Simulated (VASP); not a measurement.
Write the native input for VASP 6.6.1 that does the following.

| Quantity | Value |
| --- | --- |
| Task | single point |
| Functional | LDA |
| Potentials or basis | VASP PAW LDA potentials, release 64 (Cs_sv) |
| Cutoff | 520 eV |
| k mesh | 12 × 12 × 12 |
| Occupations | gaussian, width 0.15 eV |
| Spin | no spin polarisation |
| Dipole correction | no |
| Further INCAR settings | ALGO = Normal; EDIFF = 1e-06; NBANDS = 10 |

The structure of Cs lies in POSCAR:

```
Cs
1.0
   -3.2643000000      3.2643000000      2.7807000000
    3.2643000000     -3.2643000000      2.7807000000
    3.2643000000      3.2643000000     -2.7807000000
Cs
1
Direct
    0.0000000000      0.0000000000      0.0000000000
```

This cell differs from its parent crystal: strain +0.080 along x and y, -0.080 along z.

The input as run:

INCAR

```
ALGO = Normal ; EDIFF = 1E-6
ENCUT = 520 ; ISIF = 2
ISMEAR = 0 ; LASPH = T
LCHARG = F ; LREAL = F
LWAVE = F ; NBANDS = 10
NELM = 100 ; PREC = Accurate
SIGMA = 0.15
```

KPOINTS

```
k-points
0
Gamma
  12 12 12
```

Potentials or basis: VASP PAW LDA potentials, release 64 (Cs_sv).

Launch:

```sh
$ cat potpaw_LDA.64/Cs_sv/POTCAR > POTCAR
$ mpirun -np 1 vasp_std > vasp.out
```

Results of the run:

```json
{
  "Pressure": "-0.4 GPa"
}
```

Caveat: the cell differs from its parent crystal (strain +0.080 along x and y, -0.080 along z).

It took 44 s on 1 thread of AMD EPYC 9R45 (Zen 5) (shared host), peak memory 0.28 GiB.
